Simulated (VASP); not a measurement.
Input of a VASP 6.6.1 run:

File INCAR:

```
SYSTEM = NaCl
PREC     = Accurate       ! precision mode
ENCUT    = 600            ! plane-wave cutoff, eV
EDIFF    = 1E-6           ! SCF threshold, eV
ISMEAR   = 0              ! smearing method
SIGMA    = 0.1            ! smearing width, eV
LREAL    = .False.        ! projectors in reciprocal space
LASPH    = .True.         ! aspherical terms in the spheres
NELM     = 80             ! most SCF steps
ALGO     = Normal         ! electronic algorithm
ISIF     = 3              ! what is computed and relaxed
LWAVE    = .False.        ! write WAVECAR
LCHARG   = .False.        ! write CHGCAR
GGA      = PS             ! functional
IBRION   = 2              ! ionic algorithm
NSW      = 80             ! ionic steps
EDIFFG   = -0.05          ! ionic threshold
PSTRESS  = 120.0
```

KPOINTS

```
regular mesh
0
Gamma
  6 6 6
  0 0 0
```

POSCAR

```
NaCl
1.0
    0.0000000000      2.8100000000      2.8100000000
    2.8100000000      0.0000000000      2.8100000000
    2.8100000000      2.8100000000      0.0000000000
Na Cl
1 1
Direct
    0.0000000000      0.0000000000      0.0000000000
    0.5000000000      0.5000000000      0.5000000000
```

Potentials or basis: VASP PAW PBE potentials, release 64 (Na_pv, Cl).

Launch:

```sh
$ cat potpaw_PBE.64/Na_pv/POTCAR potpaw_PBE.64/Cl/POTCAR > POTCAR
$ mpirun -np 1 vasp_std > vasp.out
```

(1) What does it give for the relaxed cell?

(2) Predict the band gap on the k mesh.

(3) Predict the relaxed volume.

## Answers

(1) a = 3.642 Å, b = 3.642 Å, c = 3.642 Å, α = 60.00°, β = 60.00°, γ = 60.00°.

(2) 6.16 eV, direct.

(3) 17.08 Å³/atom.

Caveat: the cell is relaxed towards a set pressure, so the enthalpy falls and the energy may rise; the volume moved by over 15 % at a fixed basis, so the end points are rough; the PAW data sets were made with another functional, which shifts forces and pressure a little.
